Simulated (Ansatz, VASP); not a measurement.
# Fe: VASP beside Ansatz

INCAR

```
SYSTEM = Fe
PREC = Accurate ; ENCUT = 520
EDIFF = 1E-8 ; ISMEAR = -1
SIGMA = 0.08 ; LREAL = .False.
LASPH = .True. ; NELM = 60
ALGO = Normal ; ISIF = 2
LWAVE = .False. ; LCHARG = .False.
LEFG = .True. ; NBANDS = 15
```

File KPOINTS:

```
regular mesh
0
Gamma
  17 17 10
  0 0 0
```

File POSCAR:

```
Fe
1.0
    2.4012595311      0.0000000000      0.0000000000
   -1.2006297656      2.0795517550      0.0000000000
    0.0000000000      0.0000000000      3.7900100715
Fe
2
Direct
    0.3333333333      0.6666666667      0.2500000000
    0.6666666667      0.3333333333      0.7500000000
```

Input for Ansatz:

```yaml
crystal:
  lattice:
    - [2.4012595311, 0.0, 0.0]
    - [-1.2006297656, 2.079551755, 0.0]
    - [0.0, 0.0, 3.7900100715]
  atoms:
    - { symbol: Fe, position: [0.3333333333, 0.6666666667, 0.25] }
    - { symbol: Fe, position: [0.6666666667, 0.3333333333, 0.75] }
kpoints:
  mp_grid: { grid: [17, 17, 10] }
scf:
  occupations: { method: fermi_dirac, width: 0.08 }
hamiltonian:
  xc: lda
  pseudopotentials: { kind: paw }
output:
  forces: true
  stress: true
  eigenvalues: true
  efg: { contact_densities: true }
```

Change from the starting cell: functional lda, volume scaled by 0.96, PAW files.

Alike in both runs: task electric field gradients; functional LDA; k mesh 17 × 17 × 10; occupations fermi-dirac, width 0.08 eV; no spin polarisation.

|  | VASP | Ansatz |
| --- | --- | --- |
| version | VASP 6.6.1 | Ansatz 0.2.0 |
| potentials or method | VASP PAW LDA potentials, release 64 (Fe) | PAW with Ansatz's default frozen-core files, scalar-relativistic |
| plane-wave cutoff (eV) | 520 | 420 |
| valence electrons in the cell | 16 | 32 |

VASP gave:

| Item | Value |
| --- | --- |
| pressure (GPa) | 3.0 |
| traceless stress, the component that is largest in VASP (GPa) | 0.48 |
| size of Vzz on the site where it differs most (V/Å²) | 9.0 |

What did Ansatz give for the same quantities?

Pressure (GPa): 3.3; traceless stress, the component that is largest in VASP (GPa): 0.65; size of Vzz on the site where it differs most (V/Å²): 4.6.

LDA's correlation is that of Perdew and Zunger in VASP and of Perdew and Wang (1992) in Ansatz. VASP's potentials hold 16 valence electrons a cell and Ansatz's 32, so a difference there can come from the potentials and not from the codes.
